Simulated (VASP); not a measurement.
# SiNi (Pm) in VASP: notebook, part 2 of 3

VASP 6.6.1. Earlier steps stand in the parts before.

## Step 4: Single point, PBEsol (atom 1 (Si) moved +0.075 Å along Cartesian [0 1 0])

Contents of INCAR:

```
  ALGO = Normal
  EDIFF = 1E-6
  ENCUT = 520
  GGA = PS
  ISIF = 2
  ISMEAR = 0
  LASPH = T
  LCHARG = F
  LREAL = F
  LWAVE = F
  NBANDS = 22
  NELM = 60
  PREC = Accurate
  SIGMA = 0.15
```

Contents of KPOINTS:

```
k-points
0
Gamma
  16 14 10
```

Contents of POSCAR:

```
SiNi
1.0
    3.0266200000      0.0000000000      0.0000000000
    0.0000000000      3.2735000000      0.0000000000
    0.0000000000      0.0000000000      4.6977600000
Si Ni
2 2
Direct
    0.5000000000      0.5229112571      0.8423000000
    0.0000000000      0.0000000000      0.1577000000
    0.5000000000      0.5000000000      0.3442200000
    0.0000000000      0.0000000000      0.6557800000
```

Potentials or basis: VASP PAW PBE potentials, release 64 (Si, Ni).

The run is started by

```console
$ cat potpaw_PBE.64/Si/POTCAR potpaw_PBE.64/Ni/POTCAR > POTCAR
$ mpirun -np 1 vasp_std > vasp.out
```

OUTCAR:

```text
EDIFF = 1E-6
   ENCUT = 520
   GGA = PS
   ISIF = 2
   ISMEAR = 0
   LASPH = T
   LREAL = F
   NELM = 60
   PREC = Accurate

 ion  position               nearest neighbor table
   1  0.500  0.523  0.842-   3 2.34   4 2.34   4 2.34   3 2.36   4 2.45   4 2.45   2 2.63   2 2.63
                             2 2.72   2 2.72
   2  0.000  0.000  0.158-   4 2.34   4 2.36   3 2.40   3 2.40   3 2.40   3 2.40   1 2.63   1 2.63
                             1 2.72   1 2.72
   3  0.500  0.500  0.344-   1 2.34   1 2.36   2 2.40   2 2.40   2 2.40   2 2.40   4 2.67   4 2.67
                             4 2.67   4 2.67
   4  0.000  0.000  0.656-   2 2.34   1 2.34   1 2.34   2 2.36   1 2.45   1 2.45   3 2.67   3 2.67
                             3 2.67   3 2.67

  LATTYP: Found a simple orthorhombic cell.
 ALAT       =     3.0266200000
 B/A-ratio  =     1.0815695396
 C/A-ratio  =     1.5521472798

  Lattice vectors:

 A1 = (   3.0266200000,   0.0000000000,   0.0000000000)
 A2 = (   0.0000000000,   3.2735000000,   0.0000000000)
 A3 = (   0.0000000000,   0.0000000000,   4.6977600000)

Analysis of symmetry for initial positions (statically):
[... 174 lines left out ...]

  energy without entropy =      -25.91611470  energy(sigma->0) =      -25.92219169

 E-fermi :  11.1395     XC(G=0): -12.5657

 val. band max:       11.1310608924   @ k =   0.3125   0.4286   0.5000
 cond. band min:      11.1418721444   @ k =   0.2500   0.0714   0.3000
 fundamental gap:      0.0108112520
 Fermi energy:        11.1395351973

 k-point     1 :       0.0000    0.0000    0.0000
  band No.  band energies     occupation
      1      -2.6700      2.00000
      2       3.0779      2.00000
      3       4.6961      2.00000
      4       7.0167      2.00000
      5       7.6256      2.00000
      6       8.1538      2.00000
[... 589 lines left out ...]
     21      18.2908      0.00000
     22      21.6967      0.00000

 [... further k-points ...]

------------------------ aborting loop because EDIFF is reached ----------------------------------------

  FORCE on cell =-STRESS in cart. coord.  units (eV):
  Direction    XX          YY          ZZ          XY          YZ          ZX
  --------------------------------------------------------------------------------------
  -------------------------------------------------------------------------------------
  Total       -1.3228031     -1.2986188     -1.3841617      0.0000000      0.0115486      0.0000000
  in kB      -45.5349338    -44.7024361    -47.6470850      0.0000000      0.3975382      0.0000000
  external PRESSURE =     -45.9614850 kB  Pullay stress =       0.0000000 kB

 VOLUME and BASIS-vectors are now :
 -----------------------------------------------------------------------------
  energy-cutoff  :      520.00
  volume of cell :       46.54
      direct lattice vectors                 reciprocal lattice vectors
     3.026620000  0.000000000  0.000000000     0.330401570  0.000000000  0.000000000
     0.000000000  3.273500000  0.000000000     0.000000000  0.305483428  0.000000000
     0.000000000  0.000000000  4.697760000     0.000000000  0.000000000  0.212867409

 POSITION                                       TOTAL-FORCE (eV/Angst)
 -----------------------------------------------------------------------------------
      1.51331      1.71175      3.95692         0.000000     -0.495458     -0.004157
      0.00000      0.00000      0.74084         0.000000      0.154264      0.033471
      1.51331      1.63675      1.61706         0.000000      0.045808     -0.112436
      0.00000      0.00000      3.08070         0.000000      0.295386      0.083121
 -----------------------------------------------------------------------------------
    total drift:                                0.000000      0.000092     -0.000136

  FREE ENERGIE OF THE ION-ELECTRON SYSTEM (eV)
  ---------------------------------------------------
  free  energy   TOTEN  =       -25.9282686737 eV

  energy  without entropy=      -25.9161147014  energy(sigma->0) =      -25.92219169
```

Wall time 5.3 min (1 thread of Intel Xeon Platinum 8375C at 2.90GHz (Ice Lake), shared host); peak memory 0.62 GiB.

Results:

```
Free energy            : -25.9283 eV
Pressure               : -4.6 GPa
Largest force          : 0.495 eV/Å
Band gap on the k mesh : zero (band 14 reaches 13.04 eV, above the bottom of band 15 at 10.68 eV)
```

Forces on the atoms (eV/Å):
```
Si   0.000 -0.495 -0.004
Si   0.000  0.154  0.033
Ni   0.000  0.046 -0.112
Ni   0.000  0.295  0.083
```

Levels at points of the mesh, in eV from the Fermi level:
| k point | band 10 | band 11 | band 12 | band 13 | band 14 | band 15 | band 16 | band 17 | band 18 | band 19 |
| --- | --- | --- | --- | --- | --- | --- | --- | --- | --- | --- |
| (0.00, 0.00, 0.00) | -2.54 | -2.31 | -1.95 | -1.93 | -1.04 | 0.78 | 2.93 | 5.09 | 5.41 | 6.81 |
| (0.50, 0.00, 0.00) | -2.50 | -2.46 | -2.44 | -1.63 | -1.62 | 1.66 | 1.67 | 3.53 | 3.53 | 6.13 |
| (0.00, 0.50, 0.00) | -2.60 | -2.27 | -2.17 | -2.04 | -2.03 | 1.21 | 1.29 | 4.40 | 4.80 | 7.34 |
| (0.50, 0.50, 0.00) | -3.17 | -1.96 | -1.96 | -1.62 | -1.61 | 1.50 | 1.51 | 2.02 | 2.03 | 3.83 |
| (0.00, 0.00, 0.50) | -2.68 | -2.66 | -2.00 | 1.28 | 1.90 | 2.20 | 2.54 | 2.63 | 3.66 | 3.97 |
| (0.50, 0.00, 0.50) | -2.34 | -2.12 | -2.12 | -1.45 | -1.44 | 3.75 | 3.79 | 5.32 | 5.33 | 5.80 |
| (0.00, 0.50, 0.50) | -2.40 | -2.02 | -1.95 | -1.91 | -1.87 | 4.78 | 5.19 | 5.23 | 5.40 | 7.01 |
| (0.50, 0.50, 0.50) | -2.70 | -1.98 | -1.98 | -1.57 | -1.56 | -0.37 | -0.36 | 0.95 | 0.95 | 8.21 |

Caveat: the cell differs from its parent crystal (atom 1 (Si) moved +0.075 Å along Cartesian [0 1 0]); the PAW data sets were made with another functional, which shifts forces and pressure a little.

## Step 5: Single point, PBEsol (atom 1 (Si) moved +0.025 Å along Cartesian [0 1 0])

Contents of INCAR:

```
PREC     = Accurate       # precision mode
ENCUT    = 520            # plane-wave cutoff, eV
EDIFF    = 1E-6           # SCF threshold, eV
ISMEAR   = 0              # smearing method
SIGMA    = 0.15           # smearing width, eV
LREAL    = F              # projectors in reciprocal space
LASPH    = T              # aspherical terms in the spheres
NELM     = 80             # most SCF steps
ALGO     = Normal         # electronic algorithm
ISIF     = 2              # what is computed and relaxed
LWAVE    = F              # write WAVECAR
LCHARG   = T              # write CHGCAR
GGA      = PS             # functional
LELF     = T              # ELF
LVHAR    = T            
NBANDS   = 22             # bands
```

Contents of KPOINTS:

```
regular mesh
0
Gamma
  16 14 10
```

POSCAR: that of step 4 with these lines changed.

```diff
@@ -8,3 +8,3 @@
 Direct
-    0.5000000000      0.5229112571      0.8423000000
+    0.5000000000      0.5076370857      0.8423000000
     0.0000000000      0.0000000000      0.1577000000
```

Potentials or basis: VASP PAW PBE potentials, release 64 (Si, Ni).

The run is started by

```console
$ cat potpaw_PBE.64/Si/POTCAR potpaw_PBE.64/Ni/POTCAR > POTCAR
$ mpirun -np 1 vasp_std > vasp.out
```

OUTCAR:

```text
PREC = Accurate
   ENCUT = 520
   EDIFF = 1E-6
   ISMEAR = 0
   LREAL = F
   LASPH = T
   NELM = 80
   ISIF = 2
   GGA = PS

 ion  position               nearest neighbor table
   1  0.500  0.508  0.842-   3 2.34   3 2.36   4 2.38   4 2.38   4 2.41   4 2.41   2 2.66   2 2.66
                             2 2.69   2 2.69
   2  0.000  0.000  0.158-   4 2.34   4 2.36   3 2.40   3 2.40   3 2.40   3 2.40   1 2.66   1 2.66
                             1 2.69   1 2.69
   3  0.500  0.500  0.344-   1 2.34   1 2.36   2 2.40   2 2.40   2 2.40   2 2.40   4 2.67   4 2.67
                             4 2.67   4 2.67
   4  0.000  0.000  0.656-   2 2.34   2 2.36   1 2.38   1 2.38   1 2.41   1 2.41   3 2.67   3 2.67
                             3 2.67   3 2.67

  LATTYP: Found a simple orthorhombic cell.
 ALAT       =     3.0266200000
 B/A-ratio  =     1.0815695396
 C/A-ratio  =     1.5521472798

  Lattice vectors:

 A1 = (   3.0266200000,   0.0000000000,   0.0000000000)
 A2 = (   0.0000000000,   3.2735000000,   0.0000000000)
 A3 = (   0.0000000000,   0.0000000000,   4.6977600000)

Analysis of symmetry for initial positions (statically):
=====================================================================
 Subroutine PRICEL returns:
 Original cell was already a primitive cell.

 Routine SETGRP: Setting up the symmetry group for a
 simple orthorhombic supercell.

 Subroutine GETGRP returns: Found  2 space group operations
 (whereof  2 operations were pure point group operations)
 out of a pool of  8 trial point group operations.

The static configuration has the point symmetry C_1h.

Analysis of symmetry for dynamics (positions and initial velocities):
=====================================================================
 Subroutine PRICEL returns:
 Original cell was already a primitive cell.

 Routine SETGRP: Setting up the symmetry group for a
 simple orthorhombic supercell.

 Subroutine GETGRP returns: Found  2 space group operations
 (whereof  2 operations were pure point group operations)
[... 126 lines left out ...]
     AMIX_MAG =   1.60;   BMIX_MAG =  1.00
  volume/ion in A,a.u.               =      11.64        78.52
  Fermi-wavevector in a.u.,A,eV,Ry     =   1.381997  2.611596 25.985987  1.909916
  Thomas-Fermi vector in A             =   2.506729
   LORBIT       =      0    0 simple, 1 ext, 2 COOP (PROOUT), +10 PAW based schemes
   GGA     = PS    functional components
   LHFCALC =     F    Hartree Fock is set to
   AEXX    =    0.0000 exact exchange contribution
   IVDW    =     0    specifies the selected vdW correction
   LEPSILON=     F    determine dielectric tensor
   LRPA    =     F    only Hartree local field effects (RPA)
 non-spin polarized calculation
 Gauss-broadening in eV      SIGMA  =   0.15
  energy-cutoff  :      520.00
  volume of cell :       46.54
 maximum number of plane-waves:      1274
   NGX = 11   NGY = 13   NGZ = 17

 number of electron      28.0000015 magnetization

 Free energy of the ion-electron system (eV)
  ---------------------------------------------------
  ext. energy  EPLUGINS =         0.00000000
  ---------------------------------------------------
  free energy    TOTEN  =       -25.94475549 eV

  energy without entropy =      -25.93256660  energy(sigma->0) =      -25.93866104

 E-fermi :  11.1408     XC(G=0): -12.5665

 val. band max:       11.1404200631   @ k =   0.0625   0.0000   0.3000
 cond. band min:      11.1418755101   @ k =   0.1875   0.2143   0.4000
 fundamental gap:      0.0014554470
 Fermi energy:        11.1407604860

 k-point     1 :       0.0000    0.0000    0.0000
  band No.  band energies     occupation
      1      -2.6666      2.00000
      2       3.0777      2.00000
      3       4.7012      2.00000
      4       7.0255      2.00000
      5       7.6231      2.00000
      6       8.1681      2.00000
[... 589 lines left out ...]
     21      18.2847      0.00000
     22      21.8234      0.00000

 [... further k-points ...]

------------------------ aborting loop because EDIFF is reached ----------------------------------------

  FORCE on cell =-STRESS in cart. coord.  units (eV):
  Direction    XX          YY          ZZ          XY          YZ          ZX
  --------------------------------------------------------------------------------------
  -------------------------------------------------------------------------------------
  Total       -1.4205743     -1.3493618     -1.4135807      0.0000000      0.0043201      0.0000000
  in kB      -48.9005190    -46.4491656    -48.6597761      0.0000000      0.1487114      0.0000000
  external PRESSURE =     -48.0031536 kB  Pullay stress =       0.0000000 kB

 VOLUME and BASIS-vectors are now :
 -----------------------------------------------------------------------------
  energy-cutoff  :      520.00
  volume of cell :       46.54
      direct lattice vectors                 reciprocal lattice vectors
     3.026620000  0.000000000  0.000000000     0.330401570  0.000000000  0.000000000
     0.000000000  3.273500000  0.000000000     0.000000000  0.305483428  0.000000000
     0.000000000  0.000000000  4.697760000     0.000000000  0.000000000  0.212867409

 POSITION                                       TOTAL-FORCE (eV/Angst)
 -----------------------------------------------------------------------------------
      1.51331      1.66175      3.95692         0.000000     -0.164608     -0.012741
      0.00000      0.00000      0.74084         0.000000      0.051394      0.016059
      1.51331      1.63675      1.61706         0.000000      0.015258     -0.111137
      0.00000      0.00000      3.08070         0.000000      0.097955      0.107818
 -----------------------------------------------------------------------------------
    total drift:                                0.000000      0.000027     -0.000061

  FREE ENERGIE OF THE ION-ELECTRON SYSTEM (eV)
  ---------------------------------------------------
  free  energy   TOTEN  =       -25.9447554872 eV

  energy  without entropy=      -25.9325665955  energy(sigma->0) =      -25.93866104
```

stdout:

```text
POSCAR found type information on POSCAR SiNi
 POSCAR found :  2 types and       4 ions
 scaLAPACK will be used
 -----------------------------------------------------------------------------
|                                                                             |
|                                                                             |
|     You enforced a specific xc type in the INCAR file but a different       |
|     I HOPE YOU KNOW WHAT YOU ARE DOING!                                     |
|                                                                             |
 -----------------------------------------------------------------------------

 LDA part: xc-table for (Slater+PW92), standard interpolation
 POSCAR, INCAR and KPOINTS ok, starting setup
 FFT: planning ... GRIDC
 FFT: planning ... GRID_SOFT
 FFT: planning ... GRID
 WAVECAR not read
 entering main loop
```

It took 7.9 min on 1 thread of Intel Xeon Platinum 8375C at 2.90GHz (Ice Lake), shared host; peak memory 0.62 GiB.

Results:

```
Free energy            : -25.9448 eV
Pressure               : -4.8 GPa
Largest force          : 0.165 eV/Å
Band gap on the k mesh : zero (band 14 reaches 13.07 eV, above the bottom of band 15 at 10.68 eV)
```

Forces in eV/Å, atoms in the order of the input:
```
Si   0.000 -0.165 -0.013
Si   0.000  0.051  0.016
Ni   0.000  0.015 -0.111
Ni   0.000  0.098  0.108
```

Stress tensor (GPa, compression positive):
```
-4.89  0.00  0.00
 0.00 -4.64  0.01
 0.00  0.01 -4.87
```

Levels at points of the mesh, in eV from the Fermi level:
```tsv
k point	band 10	band 11	band 12	band 13	band 14	band 15	band 16	band 17	band 18	band 19
(0.00, 0.00, 0.00)	-2.56	-2.31	-1.95	-1.93	-1.06	0.78	2.96	5.10	5.37	6.81
(0.50, 0.00, 0.00)	-2.50	-2.47	-2.46	-1.62	-1.62	1.67	1.67	3.53	3.53	6.15
(0.00, 0.50, 0.00)	-2.62	-2.23	-2.20	-2.03	-2.03	1.23	1.26	4.53	4.66	7.43
(0.50, 0.50, 0.00)	-3.21	-1.96	-1.96	-1.61	-1.61	1.50	1.50	2.02	2.02	3.89
(0.00, 0.00, 0.50)	-2.68	-2.66	-2.00	1.28	1.92	2.20	2.55	2.59	3.65	3.97
(0.50, 0.00, 0.50)	-2.34	-2.12	-2.12	-1.44	-1.44	3.78	3.78	5.33	5.33	5.80
(0.00, 0.50, 0.50)	-2.41	-1.99	-1.97	-1.90	-1.89	4.93	5.08	5.26	5.33	7.09
(0.50, 0.50, 0.50)	-2.70	-1.98	-1.98	-1.56	-1.56	-0.37	-0.36	0.95	0.95	8.25
```

Caveat: the cell differs from its parent crystal (atom 1 (Si) moved +0.025 Å along Cartesian [0 1 0]); the PAW data sets were made with another functional, which shifts forces and pressure a little. Spin polarisation is off, so any magnetic state and its effect on volume and gap are missing.

[end of part 2 of 3]
